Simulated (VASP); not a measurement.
Here is a VASP 6.6.1 calculation.

File INCAR:

```
SYSTEM = Be3Bi2
ALGO = Normal
EDIFF = 1E-6
ENCUT = 520
GGA = PE
ISIF = 2
ISMEAR = 0
LASPH = .True.
LCHARG = .False.
LREAL = .False.
LWAVE = .False.
NBANDS = 26
NELM = 100
PREC = Accurate
SIGMA = 0.1
```

Contents of KPOINTS:

```
k-points
0
Gamma
  6 6 4
  0 0 0
```

Contents of POSCAR:

```
Be3Bi2
1.0
    4.5320496637      0.0000000000      0.0000000000
   -2.2660248319      3.9248701400      0.0000000000
    0.0000000000      0.0000000000      5.3625153158
Be Bi
3 2
Direct
    0.0000000000      0.0000000000      0.7274169912
    0.0000000000      0.0000000000      0.2725830088
    0.6666666667      0.3333333333      0.0000000000
    0.6666666667      0.3333333333      0.5000000000
    0.3333333333      0.6666666667      0.0000000000
```

Potentials or basis: VASP PAW PBE potentials, release 64 (Be, Bi_d).

Command:

```bash
$ cat potpaw_PBE.64/Be/POTCAR potpaw_PBE.64/Bi_d/POTCAR > POTCAR
$ mpirun -np 1 vasp_std > vasp.out
```

Q: Estimate the largest force.

A: 0.031 eV/Å.

Q: Estimate the band gap on the k mesh.

A: Zero (band 18 reaches 8.81 eV, above the bottom of band 19 at 6.04 eV).

Q: Estimate the pressure.

A: 0.0 GPa.

Forces in eV/Å, atoms in the order of the input:
```
Be   0.000  0.000 -0.031
Be   0.000  0.000  0.031
Be   0.000  0.000  0.000
Bi   0.000  0.000  0.000
Bi   0.000  0.000  0.000
```

Caveat: spin-orbit coupling is left out, which moves the levels of the heavy elements.
